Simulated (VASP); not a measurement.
# IrO2 (P4_2/mnm) in VASP: single point with PBEsol

Aim: the single point of IrO2 with PBEsol.

Program: VASP 6.6.1. These are calculated values, not measurements. Logs are shortened: lines on timing, memory, paths and dates and some standing lists are left out, and cuts for length are marked.

### 1 The cell of the first run

The structure is tetragonal, space group P4_2/mnm (No. 136). Conventional cell: a = 4.471 Å, b = 4.471 Å, c = 3.154 Å, α = 90.00°, β = 90.00°, γ = 90.00°. Ir (site symmetry mmm) has 6 O at 1.95 to 1.99 Å within 2.6 Å. Within 2.6 Å of O (site symmetry m2m) lie 3 Ir at 1.95 to 1.99 Å and 1 O at 2.42 Å.

### 2 Single point, PBEsol

INCAR reads:

```
SYSTEM = IrO2
ALGO = Normal
EDIFF = 1E-6
ENCUT = 600
GGA = PS
GGA_COMPAT = .FALSE.
ISIF = 2
ISMEAR = 0
LASPH = .TRUE.
LCHARG = .FALSE.
LREAL = .FALSE.
LWAVE = .FALSE.
NBANDS = 30
NELM = 120
PREC = Accurate
SIGMA = 0.1
```

KPOINTS reads:

```
k-points
0
G
  8 8 12
  0 0 0
```

POSCAR reads:

```
IrO2
1.0
    4.4714886307      0.0000000000      0.0000000000
    0.0000000000      4.4714886307      0.0000000000
    0.0000000000      0.0000000000      3.1535737077
Ir O
2 4
Direct
    0.0000000000      0.0000000000      0.0000000000
    0.5000000000      0.5000000000      0.5000000000
    0.3087819577      0.3087819577      0.0000000000
    0.1912180423      0.8087819577      0.5000000000
    0.6912180423      0.6912180423      0.0000000000
    0.8087819577      0.1912180423      0.5000000000
```

Potentials or basis: VASP PAW PBE potentials, release 64 (Ir, O).

Launch:

```sh
> cat potpaw_PBE.64/Ir/POTCAR potpaw_PBE.64/O/POTCAR > POTCAR
> mpirun -np 1 vasp_std > vasp.out
```

OUTCAR:

```text
SYSTEM = IrO2
   EDIFF = 1E-6
   ENCUT = 600
   GGA = PS
   ISIF = 2
   ISMEAR = 0
   LASPH = .TRUE.
   LREAL = .FALSE.
   NELM = 120
   PREC = Accurate

 ion  position               nearest neighbor table
   1  0.000  0.000  0.000-   3 1.95   5 1.95   4 1.99   6 1.99   4 1.99   6 1.99
   2  0.500  0.500  0.500-   4 1.95   6 1.95   5 1.99   3 1.99   3 1.99   5 1.99
   3  0.309  0.309  0.000-   1 1.95   2 1.99   2 1.99
   4  0.191  0.809  0.500-   2 1.95   1 1.99   1 1.99
   5  0.691  0.691  0.000-   1 1.95   2 1.99   2 1.99
   6  0.809  0.191  0.500-   2 1.95   1 1.99   1 1.99

  LATTYP: Found a simple tetragonal cell.
 ALAT       =     4.4714886307
 C/A-ratio  =     0.7052626023

  Lattice vectors:

 A1 = (   4.4714886307,   0.0000000000,   0.0000000000)
 A2 = (   0.0000000000,   4.4714886307,   0.0000000000)
 A3 = (   0.0000000000,   0.0000000000,   3.1535737077)

Analysis of symmetry for initial positions (statically):
=====================================================================
 Subroutine PRICEL returns:
 Original cell was already a primitive cell.

 Routine SETGRP: Setting up the symmetry group for a
 simple tetragonal supercell.

 Subroutine GETGRP returns: Found 16 space group operations
 (whereof  8 operations were pure point group operations)
 out of a pool of 16 trial point group operations.

The static configuration has the point symmetry D_2h.
 The point group associated with its full space group is D_4h.

Analysis of symmetry for dynamics (positions and initial velocities):
=====================================================================
 Subroutine PRICEL returns:
 Original cell was already a primitive cell.

 Routine SETGRP: Setting up the symmetry group for a
 simple tetragonal supercell.

 Subroutine GETGRP returns: Found 16 space group operations
 (whereof  8 operations were pure point group operations)
 out of a pool of 16 trial point group operations.

The dynamic configuration has the point symmetry D_2h.
 The point group associated with its full space group is D_4h.

 Subroutine INISYM returns: Found 16 space group operations
 (whereof  8 operations are pure point group operations),
 and found     1 'primitive' translations

----------------------------------------------------------------------------------------

                                     Primitive cell

  volume of cell :      63.0532

  direct lattice vectors                    reciprocal lattice vectors
     4.471488631  0.000000000  0.000000000     0.223639169  0.000000000  0.000000000
     0.000000000  4.471488631  0.000000000     0.000000000  0.223639169  0.000000000
     0.000000000  0.000000000  3.153573708     0.000000000  0.000000000  0.317100564

  length of vectors
     4.471488631  4.471488631  3.153573708     0.223639169  0.223639169  0.317100564

  position of ions in fractional coordinates (direct lattice)
     0.000000000  0.000000000  0.000000000
     0.500000000  0.500000000  0.500000000
     0.308781958  0.308781958  0.000000000
     0.191218042  0.808781958  0.500000000
     0.691218042  0.691218042  0.000000000
     0.808781958  0.191218042  0.500000000

  ion indices of the primitive-cell ions
   primitive index   ion index
                 1           1
                 2           2
                 3           3
                 4           4
                 5           5
                 6           6

----------------------------------------------------------------------------------------

 KPOINTS: k-points

Automatic generation of k-mesh.
 Grid dimensions read from file:
 generate k-points for:    8    8   12

 Generating k-lattice:

  Cartesian coordinates                     Fractional coordinates (reciprocal lattice)
     0.027954896  0.000000000  0.000000000     0.125000000  0.000000000  0.000000000
     0.000000000  0.027954896  0.000000000     0.000000000  0.125000000  0.000000000
     0.000000000  0.000000000  0.026425047     0.000000000  0.000000000  0.083333333

  Length of vectors
     0.027954896  0.027954896  0.026425047

  Shift w.r.t. Gamma in fractional coordinates (k-lattice)
     0.000000000  0.000000000  0.000000000

 Subroutine IBZKPT returns following result:
 ===========================================

 Found    105 irreducible k-points:

 Following reciprocal coordinates:
            Coordinates               Weight
  0.000000  0.000000  0.000000      1.000000
  0.125000  0.000000  0.000000      4.000000
  0.250000  0.000000  0.000000      4.000000
  0.375000  0.000000  0.000000      4.000000
  0.500000  0.000000  0.000000      2.000000
  0.125000  0.125000  0.000000      4.000000
[... 16 lines left out ...]
  0.375000  0.125000  0.083333     16.000000
  0.500000  0.125000  0.083333      8.000000
 [... further k-points ...]
   k-points           NKPTS =    105   k-points in BZ     NKDIM =    105   number of bands    NBANDS=     30
   number of dos      NEDOS =    301   number of ions     NIONS =      6
   total plane-waves  NPLWV =  36288
   dimension x,y,z NGX =    36 NGY =   36 NGZ =   28
   dimension x,y,z NGXF=    72 NGYF=   72 NGZF=   56
   ions per type =               2   4
   NGX,Y,Z   is equivalent  to a cutoff of  13.38, 13.38, 14.76 a.u.
   NGXF,Y,Z  is equivalent  to a cutoff of  26.77, 26.77, 29.52 a.u.
 SYSTEM =  IrO2
   PREC   = accura    normal or accurate (medium, high low for compatibility)
   ISTART =      0    job   : 0-new  1-cont  2-samecut
   ICHARG =      2    charge: 1-file 2-atom 10-const
   ISPIN  =      1    spin polarized calculation?
   LNONCOLLINEAR =      F non collinear calculations
   LSORBIT =      F    spin-orbit coupling
   LASPH  =      T    aspherical Exc in radial PAW
   ENCUT  =  600.0 eV  44.10 Ry    6.64 a.u.   8.93  8.93  6.30*2*pi/ulx,y,z
   NELM   =    120;   NELMIN=  2; NELMDL= -5     # of ELM steps
   EDIFF  = 0.1E-05   stopping-criterion for ELM
   LREAL  =      F    real-space projection
   EDIFFG = 0.1E-04   stopping-criterion for IOM
   NSW    =      0    number of steps for IOM
   IBRION =     -1    ionic relax: 0-MD 1-quasi-New 2-CG
   NFREE  =      0    steps in history (QN), initial steepest desc. (CG)
   ISIF   =      2    stress and relaxation
   ISYM   =      2    0-nonsym 1-usesym 2-fastsym
   POTIM  = 0.5000    time-step for ionic-motion
   TEBEG  =    0.0;   TEEND  =   0.0 temperature during run
   PSTRESS=    0.0 pullay stress
   NELECT =      42.0000    total number of electrons
   NUPDOWN=      -1.0000    fix difference up-down
   EMIN   =  10.00;   EMAX   =-10.00  energy-range for DOS
   EFERMI =   0.00;   METHOD = LEGACY
   ISMEAR =     0;   SIGMA  =   0.10  broadening in eV -4-tet -1-fermi 0-gaus
   EFERMI_NEDOS =   21; number of points for ismear=-14 and -15
   IALGO  =     38    algorithm
   IMIX   =      4    mixing-type and parameters
     AMIX     =   0.40;   BMIX     =  1.00
     AMIX_MAG =   1.60;   BMIX_MAG =  1.00
  volume/ion in A,a.u.               =      10.51        70.92
  Fermi-wavevector in a.u.,A,eV,Ry     =   1.429735  2.701807 27.812238  2.044142
  Thomas-Fermi vector in A             =   2.549656
   LORBIT       =      0    0 simple, 1 ext, 2 COOP (PROOUT), +10 PAW based schemes
   GGA     = PS    functional components
   LHFCALC =     F    Hartree Fock is set to
   AEXX    =    0.0000 exact exchange contribution
   IVDW    =     0    specifies the selected vdW correction
   LEPSILON=     F    determine dielectric tensor
   LRPA    =     F    only Hartree local field effects (RPA)
 non-spin polarized calculation
 Gauss-broadening in eV      SIGMA  =   0.10
  energy-cutoff  :      600.00
  volume of cell :       63.05
 maximum number of plane-waves:      2144
 NGX is ok and might be reduce to    36
   NGX = 17   NGY = 17   NGZ = 13

 number of electron      41.9999991 magnetization

 Free energy of the ion-electron system (eV)
  ---------------------------------------------------
  ext. energy  EPLUGINS =         0.00000000
  ---------------------------------------------------
  free energy    TOTEN  =       -45.56652996 eV

  energy without entropy =      -45.55441794  energy(sigma->0) =      -45.56047395

 E-fermi :   6.3037     XC(G=0): -12.3581

 val. band max:        6.2982003002   @ k =   0.3750   0.3750   0.1667
 cond. band min:       6.3143560543   @ k =   0.2500   0.0000   0.3333
 fundamental gap:      0.0161557541
 Fermi energy:         6.3036547094

 k-point     1 :       0.0000    0.0000    0.0000
  band No.  band energies     occupation
      1     -15.0680      2.00000
      2     -13.8113      2.00000
      3     -12.6536      2.00000
      4     -12.6536      2.00000
      5      -3.7978      2.00000
      6      -3.5590      2.00000
[... 22 lines left out ...]
     29      14.6419      0.00000
     30      18.2337      0.00000

 k-point     2 :       0.1250    0.0000    0.0000
  band No.  band energies     occupation
      1     -15.0041      2.00000
      2     -13.8025      2.00000
      3     -12.7420      2.00000
      4     -12.6943      2.00000
      5      -3.6320      2.00000
      6      -3.4335      2.00000
[... 22 lines left out ...]
     29      14.7128      0.00000
     30      18.0986      0.00000

 k-point     3 :       0.2500    0.0000    0.0000
  band No.  band energies     occupation
      1     -14.8192      2.00000
      2     -13.8033      2.00000
      3     -12.9488      2.00000
      4     -12.8037      2.00000
      5      -3.1872      2.00000
      6      -3.0832      2.00000
[... 22 lines left out ...]
     29      14.9687      0.00000
     30      17.6829      0.00000

 k-point     4 :       0.3750    0.0000    0.0000
  band No.  band energies     occupation
      1     -14.5357      2.00000
      2     -13.9166      2.00000
      3     -13.1017      2.00000
      4     -12.9477      2.00000
      5      -2.6253      2.00000
      6      -2.6066      2.00000
[... 616 lines left out ...]
     29      15.2537      0.00000
     30      17.5709      0.00000

 k-point    23 :       0.3750    0.1250    0.0833
  band No.  band energies     occupation
      1     -14.4660      2.00000
      2     -13.9001      2.00000
      3     -13.1454      2.00000
      4     -12.9224      2.00000
      5      -3.0677      2.00000
      6      -2.1980      2.00000
[... 22 lines left out ...]
     29      15.6836      0.00000
     30      17.0116      0.00000

 k-point    24 :       0.5000    0.1250    0.0833
  band No.  band energies     occupation
      1     -14.1692      2.00000
      2     -14.1692      2.00000
      3     -13.0661      2.00000
      4     -13.0661      2.00000
      5      -2.5491      2.00000
      6      -2.5491      2.00000
[... 22 lines left out ...]
     29      16.3256      0.00000
     30      16.3256      0.00000

 [... further k-points ...]

------------------------ aborting loop because EDIFF is reached ----------------------------------------

  FORCE on cell =-STRESS in cart. coord.  units (eV):
  Direction    XX          YY          ZZ          XY          YZ          ZX
  --------------------------------------------------------------------------------------
  -------------------------------------------------------------------------------------
  Total        0.9611644      0.9611644      1.3809646     -0.0000000      0.0000000      0.0000000
  in kB       24.4231124     24.4231124     35.0902029     -0.0000000      0.0000000      0.0000000
  external PRESSURE =      27.9788092 kB  Pullay stress =       0.0000000 kB

 VOLUME and BASIS-vectors are now :
 -----------------------------------------------------------------------------
  energy-cutoff  :      600.00
  volume of cell :       63.05
      direct lattice vectors                 reciprocal lattice vectors
     4.471488631  0.000000000  0.000000000     0.223639169  0.000000000  0.000000000
     0.000000000  4.471488631  0.000000000     0.000000000  0.223639169  0.000000000
     0.000000000  0.000000000  3.153573708     0.000000000  0.000000000  0.317100564

 POSITION                                       TOTAL-FORCE (eV/Angst)
 -----------------------------------------------------------------------------------
      0.00000      0.00000      0.00000        -0.000000      0.000000      0.000000
      2.23574      2.23574      1.57679        -0.000000      0.000000      0.000000
      1.38072      1.38072      0.00000        -0.003444     -0.003444      0.000000
      0.85503      3.61646      1.57679         0.003444     -0.003444      0.000000
      3.09077      3.09077      0.00000         0.003444      0.003444      0.000000
      3.61646      0.85503      1.57679        -0.003444      0.003444      0.000000
 -----------------------------------------------------------------------------------
    total drift:                                0.000000      0.000000      0.000000

  FREE ENERGIE OF THE ION-ELECTRON SYSTEM (eV)
  ---------------------------------------------------
  free  energy   TOTEN  =       -45.5665299553 eV

  energy  without entropy=      -45.5544179412  energy(sigma->0) =      -45.56047395
```

It took 99 s on 1 thread of Intel Xeon Platinum 8488C (Sapphire Rapids), shared host; peak memory 0.32 GiB.

What came out:

| Property | Result |
| --- | --- |
| Free energy | -45.5665 eV |
| Pressure | 2.8 GPa |
| Largest force | 0.005 eV/Å |
| Band gap on the k mesh | zero (bands 21 and 22 overlap by 1.40 eV) |

Forces on the atoms (eV/Å):
```
Ir   0.000  0.000  0.000
Ir   0.000  0.000  0.000
O   -0.003 -0.003  0.000
O    0.003 -0.003  0.000
O    0.003  0.003  0.000
O   -0.003  0.003  0.000
```

Levels at points of the mesh, in eV from the Fermi level:
```
           k point  band 19  band 20  band 21  band 22  band 23  band 24
(0.00, 0.00, 0.00)    -2.42    -2.36    -2.26     0.78     1.29     4.19
(0.50, 0.00, 0.00)    -1.34    -1.34    -0.31    -0.31     3.61     3.61
(0.50, 0.50, 0.00)    -2.47    -2.47     0.21     0.21     2.56     2.56
(0.00, 0.00, 0.50)    -0.70    -0.70     0.28     0.28     2.29     2.29
(0.50, 0.00, 0.50)    -1.84    -1.84     0.56     0.56     1.15     1.15
(0.50, 0.50, 0.50)    -1.27    -1.27    -0.51    -0.51     2.24     2.24
```

Caveat: the PAW data sets were made with another functional, which shifts forces and pressure a little; spin-orbit coupling is left out, which moves the levels of the heavy elements.
